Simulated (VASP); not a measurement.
# Sn3GeTe4 (R3m) in VASP: further runs

Runs on Sn3GeTe4. Level: PBE. Tasks: single point.

All numbers are computed with VASP 6.6.1; they aren't measurements. Logs are shortened: lines on timing, memory, paths and dates and some standing lists are left out, and cuts for length are marked.

### Step 1. The cell of the first run

The structure is trigonal, space group R3m (No. 160). Conventional cell: a = 8.938 Å, b = 8.938 Å, c = 11.246 Å, α = 90.00°, β = 90.00°, γ = 120.00°. Sn (site symmetry m) has 6 Te at 3.09 to 3.29 Å within 4.1 Å. Ge (site symmetry 3m) has 6 Te at 2.86 to 3.55 Å within 3.8 Å. Within 3.8 Å of Te (site symmetry m) lie 2 Ge at 2.86 to 3.55 Å and 4 Sn at 3.11 to 3.28 Å. Within 4.1 Å of Te (site symmetry 3m) lie 6 Sn at 3.09 to 3.29 Å.

### Step 2. Single point, PBE

INCAR

```
SYSTEM = Sn3GeTe4
PREC = Accurate
ENCUT = 520
EDIFF = 1E-7
ISMEAR = 0
SIGMA = 0.1
LREAL = .False.
LASPH = .True.
NELM = 80
ALGO = Normal
ISIF = 2
LWAVE = .False.
LCHARG = .False.
GGA = PE
NBANDS = 50
```

KPOINTS

```
Automatic mesh
0
Gamma
  3 3 3
  0 0 0
```

POSCAR

```
Sn3GeTe4
1.0
    4.4691808000      2.5802827000      3.7486669000
   -4.4691808000      2.5802827000      3.7486669000
    0.0000000000     -5.1605655000      3.7486669000
Sn Ge Te
3 1 4
Direct
    0.5041760000      0.0047320000      0.0047320000
    0.0047320000      0.5041760000      0.0047320000
    0.0047320000      0.0047320000      0.5041760000
    0.4820330000      0.4820330000      0.4820330000
    0.0348730000      0.5170250000      0.5170250000
    0.5170250000      0.0348730000      0.5170250000
    0.5170250000      0.5170250000      0.0348730000
    0.0194040000      0.0194040000      0.0194040000
```

Potentials or basis: VASP PAW PBE potentials, release 64 (Sn_d, Ge_d, Te).

Started as:

```
$ cat potpaw_PBE.64/Sn_d/POTCAR potpaw_PBE.64/Ge_d/POTCAR potpaw_PBE.64/Te/POTCAR > POTCAR
$ mpirun -np 1 vasp_std > vasp.out
```

OUTCAR:

```text
SYSTEM = Sn3GeTe4
   PREC = Accurate
   ENCUT = 520
   EDIFF = 1E-7
   ISMEAR = 0
   LREAL = .False.
   LASPH = .True.
   NELM = 80
   ISIF = 2
   GGA = PE

 ion  position               nearest neighbor table
   1  0.504  0.005  0.005-   8 3.09   7 3.11   6 3.11   7 3.28   6 3.28   8 3.29
   2  0.005  0.504  0.005-   8 3.09   7 3.11   5 3.11   7 3.28   5 3.28   8 3.29
   3  0.005  0.005  0.504-   8 3.09   6 3.11   5 3.11   5 3.28   6 3.28   8 3.29
   4  0.482  0.482  0.482-   5 2.86   6 2.86   7 2.86
   5  0.035  0.517  0.517-   4 2.86   3 3.11   2 3.11   3 3.28   2 3.28
   6  0.517  0.035  0.517-   4 2.86   3 3.11   1 3.11   3 3.28   1 3.28
   7  0.517  0.517  0.035-   4 2.86   2 3.11   1 3.11   1 3.28   2 3.28
   8  0.019  0.019  0.019-   1 3.09   2 3.09   3 3.09   2 3.29   1 3.29   3 3.29

  LATTYP: Found a trigonal (rhomboedric) cell.
 ALAT       =     6.3783963002
 COS(alpha) =     0.0181099797

  Lattice vectors:

 A1 = (   4.4691808000,   2.5802827000,   3.7486669000)
 A2 = (  -4.4691808000,   2.5802827000,   3.7486669000)
 A3 = (   0.0000000000,  -5.1605655000,   3.7486669000)

Analysis of symmetry for initial positions (statically):
=====================================================================
 Subroutine PRICEL returns:
 Original cell was already a primitive cell.

 Routine SETGRP: Setting up the symmetry group for a
 trigonal (rhombohedral) supercell.

 Subroutine GETGRP returns: Found  6 space group operations
 (whereof  6 operations were pure point group operations)
 out of a pool of 12 trial point group operations.

The static configuration has the point symmetry C_3v.

Analysis of symmetry for dynamics (positions and initial velocities):
=====================================================================
 Subroutine PRICEL returns:
 Original cell was already a primitive cell.

 Routine SETGRP: Setting up the symmetry group for a
 trigonal (rhombohedral) supercell.

 Subroutine GETGRP returns: Found  6 space group operations
 (whereof  6 operations were pure point group operations)
 out of a pool of 12 trial point group operations.

The dynamic configuration has the point symmetry C_3v.

 Subroutine INISYM returns: Found  6 space group operations
 (whereof  6 operations are pure point group operations),
 and found     1 'primitive' translations

----------------------------------------------------------------------------------------

                                     Primitive cell

  volume of cell :     259.3721

  direct lattice vectors                    reciprocal lattice vectors
     4.469180800  2.580282700  3.748666900     0.111877327  0.064592405  0.088920500
    -4.469180800  2.580282700  3.748666900    -0.111877327  0.064592405  0.088920500
     0.000000000 -5.160565500  3.748666900     0.000000000 -0.129184809  0.088920498

  length of vectors
     6.378396300  6.378396300  6.378396335     0.156829749  0.156829749  0.156829749

  position of ions in fractional coordinates (direct lattice)
     0.504176000  0.004732000  0.004732000
     0.004732000  0.504176000  0.004732000
     0.004732000  0.004732000  0.504176000
     0.482033000  0.482033000  0.482033000
     0.034873000  0.517025000  0.517025000
     0.517025000  0.034873000  0.517025000
     0.517025000  0.517025000  0.034873000
     0.019404000  0.019404000  0.019404000

  ion indices of the primitive-cell ions
   primitive index   ion index
                 1           1
                 2           2
                 3           3
                 4           4
                 5           5
                 6           6
                 7           7
                 8           8

----------------------------------------------------------------------------------------

 KPOINTS: Automatic mesh

Automatic generation of k-mesh.
 Grid dimensions read from file:
 generate k-points for:    3    3    3

 Generating k-lattice:

  Cartesian coordinates                     Fractional coordinates (reciprocal lattice)
     0.037292442  0.021530802  0.029640167     0.333333333  0.000000000  0.000000000
    -0.037292442  0.021530802  0.029640167     0.000000000  0.333333333  0.000000000
     0.000000000 -0.043061603  0.029640166     0.000000000  0.000000000  0.333333333

  Length of vectors
     0.052276583  0.052276583  0.052276583

  Shift w.r.t. Gamma in fractional coordinates (k-lattice)
     0.000000000  0.000000000  0.000000000

 Subroutine IBZKPT returns following result:
 ===========================================

 Found      6 irreducible k-points:

 Following reciprocal coordinates:
            Coordinates               Weight
  0.000000  0.000000  0.000000      1.000000
  0.333333  0.000000  0.000000      6.000000
  0.333333  0.333333  0.000000      6.000000
 -0.333333  0.333333  0.000000      6.000000
  0.333333  0.333333  0.333333      2.000000
 -0.333333  0.333333  0.333333      6.000000
   k-points           NKPTS =      6   k-points in BZ     NKDIM =      6   number of bands    NBANDS=     50
   number of dos      NEDOS =    301   number of ions     NIONS =      8
   total plane-waves  NPLWV = 110592
   dimension x,y,z NGX =    48 NGY =   48 NGZ =   48
   dimension x,y,z NGXF=    96 NGYF=   96 NGZF=   96
   ions per type =               3   1   4
   NGX,Y,Z   is equivalent  to a cutoff of  12.51, 12.51, 12.51 a.u.
   NGXF,Y,Z  is equivalent  to a cutoff of  25.02, 25.02, 25.02 a.u.
 SYSTEM =  Sn3GeTe4
   PREC   = accura    normal or accurate (medium, high low for compatibility)
   ISTART =      0    job   : 0-new  1-cont  2-samecut
   ICHARG =      2    charge: 1-file 2-atom 10-const
   ISPIN  =      1    spin polarized calculation?
   LNONCOLLINEAR =      F non collinear calculations
   LSORBIT =      F    spin-orbit coupling
   LASPH  =      T    aspherical Exc in radial PAW
   ENCUT  =  520.0 eV  38.22 Ry    6.18 a.u.  11.86 11.86 11.86*2*pi/ulx,y,z
   NELM   =     80;   NELMIN=  2; NELMDL= -5     # of ELM steps
   EDIFF  = 0.1E-06   stopping-criterion for ELM
   LREAL  =      F    real-space projection
   EDIFFG = 0.1E-05   stopping-criterion for IOM
   NSW    =      0    number of steps for IOM
   IBRION =     -1    ionic relax: 0-MD 1-quasi-New 2-CG
   NFREE  =      0    steps in history (QN), initial steepest desc. (CG)
   ISIF   =      2    stress and relaxation
   ISYM   =      2    0-nonsym 1-usesym 2-fastsym
   POTIM  = 0.5000    time-step for ionic-motion
   TEBEG  =    0.0;   TEEND  =   0.0 temperature during run
   PSTRESS=    0.0 pullay stress
   NELECT =      80.0000    total number of electrons
   NUPDOWN=      -1.0000    fix difference up-down
   EMIN   =  10.00;   EMAX   =-10.00  energy-range for DOS
   EFERMI =   0.00;   METHOD = LEGACY
   ISMEAR =     0;   SIGMA  =   0.10  broadening in eV -4-tet -1-fermi 0-gaus
   EFERMI_NEDOS =   21; number of points for ismear=-14 and -15
   IALGO  =     38    algorithm
   IMIX   =      4    mixing-type and parameters
     AMIX     =   0.40;   BMIX     =  1.00
     AMIX_MAG =   1.60;   BMIX_MAG =  1.00
  volume/ion in A,a.u.               =      32.42       218.79
  Fermi-wavevector in a.u.,A,eV,Ry     =   1.106107  2.090239 16.646350  1.223472
  Thomas-Fermi vector in A             =   2.242603
   LORBIT       =      0    0 simple, 1 ext, 2 COOP (PROOUT), +10 PAW based schemes
   GGA     = PE    functional components
   LHFCALC =     F    Hartree Fock is set to
   AEXX    =    0.0000 exact exchange contribution
   IVDW    =     0    specifies the selected vdW correction
   LEPSILON=     F    determine dielectric tensor
   LRPA    =     F    only Hartree local field effects (RPA)
 non-spin polarized calculation
 Gauss-broadening in eV      SIGMA  =   0.10
  energy-cutoff  :      520.00
  volume of cell :      259.37
 maximum number of plane-waves:      6994
   NGX = 23   NGY = 23   NGZ = 23

 number of electron      79.9999992 magnetization

 Free energy of the ion-electron system (eV)
  ---------------------------------------------------
  ext. energy  EPLUGINS =         0.00000000
  ---------------------------------------------------
  free energy    TOTEN  =       -30.73839958 eV

  energy without entropy =      -30.73839958  energy(sigma->0) =      -30.73839958

 E-fermi :   6.0301     XC(G=0):  -9.2195

 val. band max:        5.5374528606   @ k =   0.3333   0.3333   0.0000
 cond. band min:       6.7631889347   @ k =   0.3333   0.3333   0.0000
 fundamental gap:      1.2257360741
 Fermi energy:         6.0300925427

 k-point     1 :       0.0000    0.0000    0.0000
  band No.  band energies     occupation
      1     -19.1681      2.00000
      2     -19.1681      2.00000
      3     -19.1575      2.00000
      4     -19.1575      2.00000
      5     -19.1521      2.00000
      6     -15.8308      2.00000
[... 42 lines left out ...]
     49      10.6754      0.00000
     50      10.7900      0.00000

 k-point     2 :       0.3333    0.0000    0.0000
  band No.  band energies     occupation
      1     -19.1681      2.00000
      2     -19.1681      2.00000
      3     -19.1575      2.00000
      4     -19.1575      2.00000
      5     -19.1521      2.00000
      6     -15.8274      2.00000
[... 42 lines left out ...]
     49       9.6673      0.00000
     50      10.1102      0.00000

 k-point     3 :       0.3333    0.3333    0.0000
  band No.  band energies     occupation
      1     -19.1681      2.00000
      2     -19.1681      2.00000
      3     -19.1575      2.00000
      4     -19.1575      2.00000
      5     -19.1521      2.00000
      6     -15.8247      2.00000
[... 42 lines left out ...]
     49       9.1679      0.00000
     50       9.6754      0.00000

 k-point     4 :      -0.3333    0.3333    0.0000
  band No.  band energies     occupation
      1     -19.1681      2.00000
      2     -19.1681      2.00000
      3     -19.1575      2.00000
      4     -19.1575      2.00000
      5     -19.1521      2.00000
      6     -15.8242      2.00000
[... 42 lines left out ...]
     49       9.2816      0.00000
     50       9.6702      0.00000

 k-point     5 :       0.3333    0.3333    0.3333
  band No.  band energies     occupation
      1     -19.1681      2.00000
      2     -19.1681      2.00000
      3     -19.1575      2.00000
      4     -19.1575      2.00000
      5     -19.1521      2.00000
      6     -15.8233      2.00000
[... 42 lines left out ...]
     49       7.7965      0.00000
     50       8.3986      0.00000

 k-point     6 :      -0.3333    0.3333    0.3333
  band No.  band energies     occupation
      1     -19.1681      2.00000
      2     -19.1681      2.00000
      3     -19.1575      2.00000
      4     -19.1575      2.00000
      5     -19.1521      2.00000
      6     -15.8223      2.00000
[... 42 lines left out ...]
     49       7.8903      0.00000
     50       8.5804      0.00000

------------------------ aborting loop because EDIFF is reached ----------------------------------------

  FORCE on cell =-STRESS in cart. coord.  units (eV):
  Direction    XX          YY          ZZ          XY          YZ          ZX
  --------------------------------------------------------------------------------------
  -------------------------------------------------------------------------------------
  Total       -0.0364081     -0.0364081      0.2592044      0.0000000     -0.0000000      0.0000000
  in kB       -0.2248981     -0.2248981      1.6011412      0.0000000     -0.0000000      0.0000000
  external PRESSURE =       0.3837817 kB  Pullay stress =       0.0000000 kB

 VOLUME and BASIS-vectors are now :
 -----------------------------------------------------------------------------
  energy-cutoff  :      520.00
  volume of cell :      259.37
      direct lattice vectors                 reciprocal lattice vectors
     4.469180800  2.580282700  3.748666900     0.111877327  0.064592405  0.088920500
    -4.469180800  2.580282700  3.748666900    -0.111877327  0.064592405  0.088920500
     0.000000000 -5.160565500  3.748666900     0.000000000 -0.129184809  0.088920498

 POSITION                                       TOTAL-FORCE (eV/Angst)
 -----------------------------------------------------------------------------------
      2.23211      1.28871      1.92547         0.002825      0.001631      0.025710
     -2.23211      1.28871      1.92547        -0.002825      0.001631      0.025710
      0.00000     -2.57741      1.92547         0.000000     -0.003262      0.025710
      0.00000     -0.00000      5.42094         0.000000     -0.000000      0.045725
     -2.15482     -1.24409      4.00704        -0.037876     -0.021868     -0.026786
      2.15482     -1.24409      4.00704         0.037876     -0.021868     -0.026786
      0.00000      2.48818      4.00704         0.000000      0.043736     -0.026786
      0.00000     -0.00000      0.21822         0.000000      0.000000     -0.042494
 -----------------------------------------------------------------------------------
    total drift:                               -0.000000     -0.000013     -0.000982

  FREE ENERGIE OF THE ION-ELECTRON SYSTEM (eV)
  ---------------------------------------------------
  free  energy   TOTEN  =       -30.7383995815 eV

  energy  without entropy=      -30.7383995815  energy(sigma->0) =      -30.73839958
```

Wall time 2.9 min (1 thread of Oxide Virtual Turin-like, shared host); peak memory 0.33 GiB.

What came out:

- Free energy: -30.7384 eV
- Pressure: 0.0 GPa
- Largest force: 0.051 eV/Å
- Band gap on the k mesh: 1.23 eV, direct

Forces in eV/Å, atoms in the order of the input:
```
Sn   0.003  0.002  0.026
Sn  -0.003  0.002  0.026
Sn   0.000 -0.003  0.026
Ge   0.000  0.000  0.046
Te  -0.038 -0.022 -0.027
Te   0.038 -0.022 -0.027
Te   0.000  0.044 -0.027
Te   0.000  0.000 -0.042
```

Levels at points of the mesh, in eV from the valence-band top:
| k point | band 36 | band 37 | band 38 | band 39 | band 40 | band 41 | band 42 | band 43 | band 44 | band 45 |
| --- | --- | --- | --- | --- | --- | --- | --- | --- | --- | --- |
| (0.00, 0.00, 0.00) | -2.96 | -2.84 | -1.52 | -1.52 | -1.47 | 2.32 | 2.64 | 2.64 | 3.41 | 3.54 |

Caveat: spin-orbit coupling is left out, which moves the levels of the heavy elements. A k mesh can miss the band edges.

### Step 3. Single point, PBE (volume scaled by 0.88, then relaxed in part)

INCAR

```
PREC = Accurate ; ENCUT = 520
EDIFF = 1E-6 ; ISMEAR = 0
SIGMA = 0.01 ; LREAL = False
LASPH = True ; NELM = 60
ALGO = Normal ; ISIF = 2
LWAVE = False ; LCHARG = True
GGA = PE ; LELF = True
LVHAR = True ; NBANDS = 50
```

KPOINTS

```
Automatic mesh
0
Gamma
  6 6 6
```

POSCAR

```
Sn3GeTe4
1.0
    4.3136218506      2.4904707209      3.5410432564
   -4.3136218506      2.4904707209      3.5410432564
    0.0000000000     -4.9809414890      3.5410432232
Sn Ge Te
3 1 4
Direct
    0.5120383981      0.0083285907      0.0083285907
    0.0083285907      0.5120383981      0.0083285907
    0.0083285907      0.0083285907      0.5120383981
    0.4935911094      0.4935911094      0.4935911094
    0.0201402421      0.5131311386      0.5131311386
    0.5131311386      0.0201402421      0.5131311386
    0.5131311386      0.5131311386      0.0201402421
    0.0153107916      0.0153107916      0.0153107916
```

Potentials or basis: VASP PAW PBE potentials, release 64 (Sn_d, Ge_d, Te).

Started as:

```
$ cat potpaw_PBE.64/Sn_d/POTCAR potpaw_PBE.64/Ge_d/POTCAR potpaw_PBE.64/Te/POTCAR > POTCAR
$ mpirun -np 1 vasp_std > vasp.out
```

Run time: 6.9 min. Hardware: 1 thread of Oxide Virtual Turin-like, shared host; peak memory 0.48 GiB.

Results (log left out):

* Free energy: -29.9636 eV
* Pressure: 5.7 GPa
* Largest force: 0.009 eV/Å
* Band gap on the k mesh: 0.06 eV, direct

Forces on the atoms (eV/Å):
```
Sn  -0.001  0.000  0.002
Sn   0.001  0.000  0.002
Sn   0.000  0.001  0.002
Ge   0.000  0.000  0.009
Te  -0.002 -0.001 -0.005
Te   0.002 -0.001 -0.005
Te   0.000  0.003 -0.005
Te   0.000  0.000 -0.002
```

Levels at points of the mesh, in eV from the valence-band top:
```csv
k point,band 38,band 39,band 40,band 41,band 42,band 43
"(0.00, 0.00, 0.00)",-2.26,-2.26,-2.24,1.83,1.94,1.94
"(0.50, 0.00, 0.00)",-2.07,-0.90,-0.67,0.70,0.97,2.22
"(0.50, 0.50, 0.00)",-1.09,-0.94,-0.84,0.71,0.72,0.98
"(0.50, 0.50, 0.50)",-0.24,0.00,0.00,0.06,0.21,0.26
```

Caveat: spin-orbit coupling is left out, which moves the levels of the heavy elements. A k mesh can miss the band edges.

### Step 4. Single point, PBE (volume scaled by 0.91, then relaxed in part)

INCAR

```
SYSTEM = Sn3GeTe4
PREC = Accurate
ENCUT = 520
EDIFF = 1E-6
ISMEAR = 0
SIGMA = 0.01
LREAL = .False.
LASPH = .True.
NELM = 100
ALGO = Normal
ISIF = 2
LWAVE = .False.
LCHARG = .False.
GGA = PE
NBANDS = 50
```

KPOINTS

```
Automatic mesh
0
Gamma
  6 6 6
  0 0 0
```

POSCAR

```
Sn3GeTe4
1.0
    4.3547059838      2.5141906561      3.5929933780
   -4.3547059838      2.5141906561      3.5929933780
    0.0000000000     -5.0283813600      3.5929933445
Sn Ge Te
3 1 4
Direct
    0.5108081305      0.0074571367      0.0074571367
    0.0074571367      0.5108081305      0.0074571367
    0.0074571367      0.0074571367      0.5108081305
    0.4893088168      0.4893088168      0.4893088168
    0.0247538059      0.5139778075      0.5139778075
    0.5139778075      0.0247538059      0.5139778075
    0.5139778075      0.5139778075      0.0247538059
    0.0162593583      0.0162593583      0.0162593583
```

Started as:

```
$ cat potpaw_PBE.64/Sn_d/POTCAR potpaw_PBE.64/Ge_d/POTCAR potpaw_PBE.64/Te/POTCAR > POTCAR
$ mpirun -np 1 vasp_std > vasp.out
```

It took 7 min on 1 thread of Oxide Virtual Turin-like, shared host; peak memory 0.48 GiB.

It converged, with:

| Item | Value |
| --- | --- |
| Free energy | -30.1956 eV |
| Pressure | 3.9 GPa |
| Largest force | 0.011 eV/Å |
| Band gap on the k mesh | 0.06 eV, direct |

Forces in eV/Å, atoms in the order of the input:
```
Sn   0.002  0.001  0.007
Sn  -0.002  0.001  0.007
Sn   0.000 -0.002  0.007
Ge   0.000  0.000  0.009
Te  -0.008 -0.005 -0.006
Te   0.008 -0.005 -0.006
Te   0.000  0.009 -0.006
Te   0.000  0.000 -0.011
```

Levels at points of the mesh, in eV from the valence-band top:
| k point | band 37 | band 38 | band 39 | band 40 | band 41 | band 42 | band 43 | band 44 |
| --- | --- | --- | --- | --- | --- | --- | --- | --- |
| (0.00, 0.00, 0.00) | -3.78 | -2.18 | -2.18 | -2.16 | 1.85 | 2.03 | 2.03 | 3.21 |
| (0.50, 0.00, 0.00) | -2.23 | -1.98 | -0.93 | -0.71 | 0.76 | 0.96 | 2.09 | 2.33 |
| (0.50, 0.50, 0.00) | -1.45 | -1.10 | -0.92 | -0.80 | 0.73 | 0.74 | 0.99 | 1.19 |
| (0.50, 0.50, 0.50) | -0.76 | -0.30 | 0.00 | 0.00 | 0.06 | 0.26 | 0.32 | 0.32 |

Caveat: spin-orbit coupling is left out, which moves the levels of the heavy elements. A k mesh can miss the band edges.

### Step 5. Summary

```tsv
cell	k mesh	smearing	gap on the mesh (eV)	pressure (GPa)	largest force (eV/Å)
a = 6.378 Å, angles 89.0°, 8 atoms	3 × 3 × 3	gaussian 0.1 eV	1.23	0.0	0.05
a = 6.111 Å, angles 89.8°, 8 atoms	6 × 6 × 6	gaussian 0.01 eV	0.06	5.7	0.01
a = 6.180 Å, angles 89.6°, 8 atoms	6 × 6 × 6	gaussian 0.01 eV	0.06	3.9	0.01
```

Alike in all rows: task single point; level PBE; potentials or basis VASP PAW PBE potentials, release 64 (Sn_d, Ge_d, Te); no spin polarisation; cutoff (eV) 520.

Caveats: spin-orbit coupling is left out, which moves the levels of the heavy elements.

Absolute energies hang on the potentials; compare differences alone.
